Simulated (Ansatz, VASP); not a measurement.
C in VASP and in Ansatz

```
CELL_PARAMETERS angstrom
2.52055 0.00000 0.00000
-1.26027 2.18286 0.00000
0.00000 0.00000 12.89520
ATOMIC_POSITIONS crystal
C 0.00000 0.00000 0.18686
C 0.00000 0.00000 0.68686
C 0.00000 0.00000 0.31314
C 0.00000 0.00000 0.81314
C 0.33333 0.66667 0.52077
C 0.66667 0.33333 0.02077
C 0.33333 0.66667 0.97923
C 0.66667 0.33333 0.47923
C 0.33333 0.66667 0.64510
C 0.66667 0.33333 0.14510
C 0.33333 0.66667 0.85490
C 0.66667 0.33333 0.35490
```

Alike in both runs: task single point; functional PBE; k mesh 12 × 12 × 2; occupations gaussian, width 0.05 eV; no spin polarisation.

|  | VASP | Ansatz |
| --- | --- | --- |
| version | VASP 6.6.1 | Ansatz 0.2.0 |
| potentials or method | VASP PAW PBE potentials, release 64 (C), cutoff 520 eV | scalar-relativistic, plane waves, PAW |
| valence electrons in the cell | 48 | 48 |

|  | VASP | Ansatz | Ansatz less VASP |
| --- | --- | --- | --- |
| gap on the k mesh at the Fermi level (eV) | 4.41 | 4.42 | +0.007 |
| least direct gap on the mesh (eV) | 4.53 | 4.53 | +0.003 |
| pressure (GPa) | -13.7 | -14.2 | -0.50 |
| traceless stress, the component that is largest in VASP (GPa) | -25.78 | -25.62 | +0.159 |
| rms of the force components (eV/Å) | 0.042 | 0.048 | +0.0061 |

Atom by atom the forces differ by 0.007 eV/Å (rms over components). The functional is the same, so the differences come from potentials, cutoffs and numerics.
